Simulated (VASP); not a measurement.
# Na (I4/mmm) in VASP: further runs

Na is run at these levels: r2SCAN; tasks: single point.

Everything below comes from runs of VASP 6.6.1. Logs are shortened: lines on timing, memory, paths and dates and some standing lists are left out, and cuts for length are marked.

**1. The cell of the first run**

It takes space group I4/mmm (No. 139, tetragonal). Conventional cell: a = 3.777 Å, b = 3.777 Å, c = 5.275 Å, α = 90.00°, β = 90.00°, γ = 90.00°. Within 4.9 Å of Na (site symmetry 4/mmm) lie 12 Na at 3.75 to 3.78 Å.

**2. Single point, r2SCAN**

POSCAR

```
Na
1.0
   -1.8882910800      1.8882910800      2.6372766800
    1.8882910800     -1.8882910800      2.6372766800
    1.8882910800      1.8882910800     -2.6372766800
Na
1
Direct
    0.0000000000      0.0000000000      0.0000000000
```

INCAR.step1

```
PREC     = Accurate       # precision mode
ENCUT    = 520            # plane-wave cutoff, eV
ISMEAR   = 0              # smearing method
SIGMA    = 0.15           # smearing width, eV
LREAL    = False          # projectors in reciprocal space
LASPH    = True           # aspherical terms in the spheres
NELM     = 100            # most SCF steps
NBANDS   = 10             # bands
GGA      = PE             # functional
ALGO     = Normal         # electronic algorithm
EDIFF    = 1E-4           # SCF threshold, eV
LWAVE    = True           # write WAVECAR
LCHARG   = False          # write CHGCAR
```

INCAR.step2

```
PREC     = Accurate       # precision mode
ENCUT    = 520            # plane-wave cutoff, eV
EDIFF    = 1E-6           # SCF threshold, eV
ISMEAR   = 0              # smearing method
SIGMA    = 0.15           # smearing width, eV
LREAL    = False          # projectors in reciprocal space
LASPH    = True           # aspherical terms in the spheres
NELM     = 100            # most SCF steps
ALGO     = Normal         # electronic algorithm
ISIF     = 2              # what is computed and relaxed
LWAVE    = False          # write WAVECAR
LCHARG   = True           # write CHGCAR
METAGGA  = R2SCAN         # meta-GGA
LMIXTAU  = True         
LELF     = True           # ELF
LVHAR    = True         
NBANDS   = 10             # bands
ISTART   = 1
```

KPOINTS

```
Automatic mesh
0
Gamma
  18 18 18
```

Potentials or basis: VASP PAW PBE potentials, release 64 (Na_pv).

On the command line:

```console
cat potpaw_PBE.64/Na_pv/POTCAR > POTCAR
cp INCAR.step1 INCAR
mpirun -np 1 vasp_std > vasp.out
cp INCAR.step2 INCAR
mpirun -np 1 vasp_std > vasp.out
```

OUTCAR:

```text
PREC = Accurate
   ENCUT = 520
   EDIFF = 1E-6
   ISMEAR = 0
   LREAL = False
   LASPH = True
   NELM = 100
   ISIF = 2
   METAGGA = R2SCAN
   ISTART = 1

 ion  position               nearest neighbor table
   1  0.000  0.000  0.000-

  LATTYP: Found a body centered tetragonal cell.
 ALAT       =     3.7765821600
 C/A-ratio  =     1.3966473220

  Lattice vectors:

 A1 = (  -1.8882910800,   1.8882910800,   2.6372766800)
 A2 = (   1.8882910800,  -1.8882910800,   2.6372766800)
 A3 = (   1.8882910800,   1.8882910800,  -2.6372766800)

Analysis of symmetry for initial positions (statically):
=====================================================================
 Subroutine PRICEL returns:
 Original cell was already a primitive cell.

 Routine SETGRP: Setting up the symmetry group for a
 body centered tetragonal supercell.

 Subroutine GETGRP returns: Found 16 space group operations
 (whereof 16 operations were pure point group operations)
 out of a pool of 16 trial point group operations.

The static configuration has the point symmetry D_4h.

Analysis of symmetry for dynamics (positions and initial velocities):
=====================================================================
 Subroutine PRICEL returns:
 Original cell was already a primitive cell.

 Routine SETGRP: Setting up the symmetry group for a
 body centered tetragonal supercell.

 Subroutine GETGRP returns: Found 16 space group operations
 (whereof 16 operations were pure point group operations)
 out of a pool of 16 trial point group operations.

The dynamic configuration has the point symmetry D_4h.

 Subroutine INISYM returns: Found 16 space group operations
 (whereof 16 operations are pure point group operations),
 and found     1 'primitive' translations

----------------------------------------------------------------------------------------

                                     Primitive cell

  volume of cell :      37.6144

  direct lattice vectors                    reciprocal lattice vectors
    -1.888291080  1.888291080  2.637276680     0.000000000  0.264789685  0.189589512
     1.888291080 -1.888291080  2.637276680     0.264789685  0.000000000  0.189589512
     1.888291080  1.888291080 -2.637276680     0.264789685  0.264789685  0.000000000

  length of vectors
     3.753200593  3.753200593  3.753200593     0.325665105  0.325665105  0.374469164

  position of ions in fractional coordinates (direct lattice)
     0.000000000  0.000000000  0.000000000

  ion indices of the primitive-cell ions
   primitive index   ion index
                 1           1

----------------------------------------------------------------------------------------

 KPOINTS: Automatic mesh

Automatic generation of k-mesh.
 Grid dimensions read from file:
 generate k-points for:   18   18   18

 Generating k-lattice:

  Cartesian coordinates                     Fractional coordinates (reciprocal lattice)
     0.000000000  0.014710538  0.010532751     0.055555556  0.000000000 -0.000000000
     0.014710538  0.000000000  0.010532751     0.000000000  0.055555556 -0.000000000
     0.014710538  0.014710538  0.000000000     0.000000000  0.000000000  0.055555556

  Length of vectors
     0.018092506  0.018092506  0.020803842

  Shift w.r.t. Gamma in fractional coordinates (k-lattice)
     0.000000000  0.000000000  0.000000000

 Subroutine IBZKPT returns following result:
 ===========================================

 Found    480 irreducible k-points:

 Following reciprocal coordinates:
            Coordinates               Weight
  0.000000  0.000000  0.000000      1.000000
  0.055556 -0.000000  0.000000      8.000000
  0.111111 -0.000000  0.000000      8.000000
  0.166667 -0.000000  0.000000      8.000000
  0.222222 -0.000000  0.000000      8.000000
  0.277778 -0.000000  0.000000      8.000000
[... 16 lines left out ...]
 -0.277778  0.055556 -0.000000     16.000000
 -0.222222  0.055556 -0.000000     16.000000
 [... further k-points ...]
   k-points           NKPTS =    480   k-points in BZ     NKDIM =    480   number of bands    NBANDS=     10
   number of dos      NEDOS =    301   number of ions     NIONS =      1
   total plane-waves  NPLWV =  21952
   dimension x,y,z NGX =    28 NGY =   28 NGZ =   28
   dimension x,y,z NGXF=    56 NGYF=   56 NGZF=   56
   ions per type =               1
   NGX,Y,Z   is equivalent  to a cutoff of  12.40, 12.40, 12.40 a.u.
   NGXF,Y,Z  is equivalent  to a cutoff of  24.80, 24.80, 24.80 a.u.
 SYSTEM =  unknown system
   PREC   = accura    normal or accurate (medium, high low for compatibility)
   ISTART =      1    job   : 0-new  1-cont  2-samecut
   ICHARG =      0    charge: 1-file 2-atom 10-const
   ISPIN  =      1    spin polarized calculation?
   LNONCOLLINEAR =      F non collinear calculations
   LSORBIT =      F    spin-orbit coupling
   LASPH  =      T    aspherical Exc in radial PAW
   ENCUT  =  520.0 eV  38.22 Ry    6.18 a.u.   6.98  6.98  6.98*2*pi/ulx,y,z
   NELM   =    100;   NELMIN=  2; NELMDL=  0     # of ELM steps
   EDIFF  = 0.1E-05   stopping-criterion for ELM
   LREAL  =      F    real-space projection
   EDIFFG = 0.1E-04   stopping-criterion for IOM
   NSW    =      0    number of steps for IOM
   IBRION =     -1    ionic relax: 0-MD 1-quasi-New 2-CG
   NFREE  =      0    steps in history (QN), initial steepest desc. (CG)
   ISIF   =      2    stress and relaxation
   ISYM   =      2    0-nonsym 1-usesym 2-fastsym
   POTIM  = 0.5000    time-step for ionic-motion
   TEBEG  =    0.0;   TEEND  =   0.0 temperature during run
   PSTRESS=    0.0 pullay stress
   NELECT =       7.0000    total number of electrons
   NUPDOWN=      -1.0000    fix difference up-down
   EMIN   =  10.00;   EMAX   =-10.00  energy-range for DOS
   EFERMI =   0.00;   METHOD = LEGACY
   ISMEAR =     0;   SIGMA  =   0.15  broadening in eV -4-tet -1-fermi 0-gaus
   EFERMI_NEDOS =   21; number of points for ismear=-14 and -15
   IALGO  =     38    algorithm
   IMIX   =      4    mixing-type and parameters
     AMIX     =   0.40;   BMIX     =  1.00
     AMIX_MAG =   1.60;   BMIX_MAG =  1.00
  volume/ion in A,a.u.               =      37.61       253.83
  Fermi-wavevector in a.u.,A,eV,Ry     =   0.934666  1.766262 11.886050  0.873600
  Thomas-Fermi vector in A             =   2.061494
   LORBIT       =      0    0 simple, 1 ext, 2 COOP (PROOUT), +10 PAW based schemes
   METAGGA = R2SCAN    functional components
   LHFCALC =     F    Hartree Fock is set to
   AEXX    =    0.0000 exact exchange contribution
   IVDW    =     0    specifies the selected vdW correction
   LEPSILON=     F    determine dielectric tensor
   LRPA    =     F    only Hartree local field effects (RPA)
 non-spin polarized calculation
 Gauss-broadening in eV      SIGMA  =   0.15
  energy-cutoff  :      520.00
  volume of cell :       37.61
 maximum number of plane-waves:      1028
   NGX = 13   NGY = 13   NGZ = 13

 number of electron       6.9999993 magnetization

 Free energy of the ion-electron system (eV)
  ---------------------------------------------------
  ext. energy  EPLUGINS =         0.00000000
  ---------------------------------------------------
  free energy    TOTEN  =        -3.55639699 eV

  energy without entropy =       -3.55107315  energy(sigma->0) =       -3.55373507

 E-fermi :   0.3261     XC(G=0):  -6.8774

 val. band max:        0.3238323392   @ k =  -0.2778   0.2778   0.2778
 cond. band min:       0.3294218244   @ k =  -0.3889   0.3889   0.0556
 fundamental gap:      0.0055894851
 Fermi energy:         0.3261288233

 k-point     1 :       0.0000    0.0000    0.0000
  band No.  band energies     occupation
      1     -25.7139      2.00000
      2     -25.7135      2.00000
      3     -25.7134      2.00000
      4      -3.1522      2.00000
      5      11.9683      0.00000
      6      11.9686      0.00000
      7      12.0197      0.00000
      8      13.2619      0.00000
      9      14.0251      0.00000
     10      14.0306      0.00000

 k-point     2 :       0.0556   -0.0000    0.0000
  band No.  band energies     occupation
      1     -25.7146      2.00000
      2     -25.7139      2.00000
      3     -25.7136      2.00000
      4      -3.0978      2.00000
      5      11.0532      0.00000
      6      11.8715      0.00000
      7      11.9139      0.00000
      8      13.5057      0.00000
      9      14.1941      0.00000
     10      14.1943      0.00000

 k-point     3 :       0.1111   -0.0000    0.0000
  band No.  band energies     occupation
      1     -25.7175      2.00000
      2     -25.7143      2.00000
      3     -25.7140      2.00000
      4      -2.9350      2.00000
      5       9.6456      0.00000
      6      11.6540      0.00000
      7      11.7139      0.00000
      8      13.2687      0.00000
      9      14.5855      0.00000
     10      14.5903      0.00000

 k-point     4 :       0.1667   -0.0000    0.0000
  band No.  band energies     occupation
      1     -25.7220      2.00000
      2     -25.7149      2.00000
      3     -25.7147      2.00000
      4      -2.6646      2.00000
      5       8.2254      0.00000
      6      11.4176      0.00000
      7      11.4978      0.00000
      8      12.9483      0.00000
      9      14.6318      0.00000
     10      14.8110      0.00000
[... 222 lines left out ...]
 k-point    22 :      -0.3333    0.0556   -0.0000
  band No.  band energies     occupation
      1     -25.7371      2.00000
      2     -25.7175      2.00000
      3     -25.7170      2.00000
      4      -1.3897      2.00000
      5       4.7725      0.00000
      6      10.4752      0.00000
      7      10.7377      0.00000
      8      12.3402      0.00000
      9      13.2409      0.00000
     10      14.0818      0.00000

 k-point    23 :      -0.2778    0.0556   -0.0000
  band No.  band energies     occupation
      1     -25.7315      2.00000
      2     -25.7168      2.00000
      3     -25.7161      2.00000
      4      -1.9356      2.00000
      5       6.0204      0.00000
      6      10.5628      0.00000
      7      10.9436      0.00000
      8      12.7424      0.00000
      9      13.3834      0.00000
     10      14.6358      0.00000

 k-point    24 :      -0.2222    0.0556   -0.0000
  band No.  band energies     occupation
      1     -25.7258      2.00000
      2     -25.7160      2.00000
      3     -25.7153      2.00000
      4      -2.3801      2.00000
      5       7.3419      0.00000
      6      10.7210      0.00000
      7      11.1712      0.00000
      8      13.1870      0.00000
      9      13.6114      0.00000
     10      15.1356      0.00000

 [... further k-points ...]

------------------------ aborting loop because EDIFF is reached ----------------------------------------

  FORCE on cell =-STRESS in cart. coord.  units (eV):
  Direction    XX          YY          ZZ          XY          YZ          ZX
  --------------------------------------------------------------------------------------
  -------------------------------------------------------------------------------------
  Total        0.0007714      0.0007714     -0.0011052      0.0000000      0.0000000      0.0000000
  in kB        0.0328588      0.0328588     -0.0470754      0.0000000      0.0000000      0.0000000
  external PRESSURE =       0.0062141 kB  Pullay stress =       0.0000000 kB

 VOLUME and BASIS-vectors are now :
 -----------------------------------------------------------------------------
  energy-cutoff  :      520.00
  volume of cell :       37.61
      direct lattice vectors                 reciprocal lattice vectors
    -1.888291080  1.888291080  2.637276680     0.000000000  0.264789685  0.189589512
     1.888291080 -1.888291080  2.637276680     0.264789685  0.000000000  0.189589512
     1.888291080  1.888291080 -2.637276680     0.264789685  0.264789685  0.000000000

 POSITION                                       TOTAL-FORCE (eV/Angst)
 -----------------------------------------------------------------------------------
      0.00000      0.00000      0.00000         0.000000     -0.000000      0.000000
 -----------------------------------------------------------------------------------
    total drift:                                0.000000     -0.000000     -0.000000

  FREE ENERGIE OF THE ION-ELECTRON SYSTEM (eV)
  ---------------------------------------------------
  free  energy   TOTEN  =        -3.5563969948 eV

  energy  without entropy=       -3.5510731472  energy(sigma->0) =       -3.55373507
```

Wall time 4.1 min (1 thread of Intel Xeon 6975P-C (Granite Rapids), shared host); peak memory 0.27 GiB.

What came out:

```
Free energy : -3.5564 eV
Pressure    : 0.0 GPa
```

Caveat: the PAW data sets were made with another functional, which shifts forces and pressure a little.

**3. Single point, r2SCAN**

POSCAR is that of step 2.

INCAR.step1

```
SYSTEM = Na
PREC = Accurate
ENCUT = 520
ISMEAR = 0
SIGMA = 0.15
LREAL = .False.
LASPH = .True.
NELM = 100
NBANDS = 10
GGA = PE
ALGO = Normal
EDIFF = 1E-4
LWAVE = .True.
LCHARG = .False.
```

INCAR.step2

```
SYSTEM = Na
PREC = Accurate
ENCUT = 520
EDIFF = 1E-6
ISMEAR = 0
SIGMA = 0.15
LREAL = .False.
LASPH = .True.
NELM = 100
ALGO = Normal
ISIF = 2
LWAVE = .False.
LCHARG = .False.
METAGGA = R2SCAN
LMIXTAU = .True.
NBANDS = 10
ISTART = 1
```

KPOINTS

```
regular mesh
0
Gamma
  20 20 20
  0 0 0
```

Potentials or basis: VASP PAW PBE potentials, release 64 (Na_pv).

On the command line:

```console
cat potpaw_PBE.64/Na_pv/POTCAR > POTCAR
cp INCAR.step1 INCAR
mpirun -np 1 vasp_std > vasp.out
cp INCAR.step2 INCAR
mpirun -np 1 vasp_std > vasp.out
```

It took 6.1 min on 1 thread of Intel Xeon 6975P-C (Granite Rapids), shared host; peak memory 0.31 GiB.

The run converged. Its results:

| Property | Result |
| --- | --- |
| Free energy | -3.5562 eV |
| Pressure | 0.0 GPa |

Levels at points of the mesh, in eV from the Fermi level:
| k point | band 1 | band 2 | band 3 | band 4 | band 5 | band 6 | band 7 | band 8 | band 9 |
| --- | --- | --- | --- | --- | --- | --- | --- | --- | --- |
| (0.00, 0.00, 0.00) | -26.04 | -26.03 | -26.03 | -3.47 | 11.65 | 11.65 | 11.70 | 12.94 | 13.70 |
| (0.50, 0.00, 0.00) | -26.07 | -26.04 | -26.04 | 0.48 | 1.14 | 10.57 | 10.75 | 11.88 | 12.03 |
| (0.50, 0.50, 0.00) | -26.07 | -26.05 | -26.05 | 1.77 | 2.45 | 6.56 | 7.73 | 7.74 | 10.11 |
| (0.50, 0.50, 0.50) | -26.07 | -26.05 | -26.05 | 1.91 | 2.58 | 6.44 | 7.58 | 7.58 | 10.00 |

Caveat: the PAW data sets were made with another functional, which shifts forces and pressure a little.
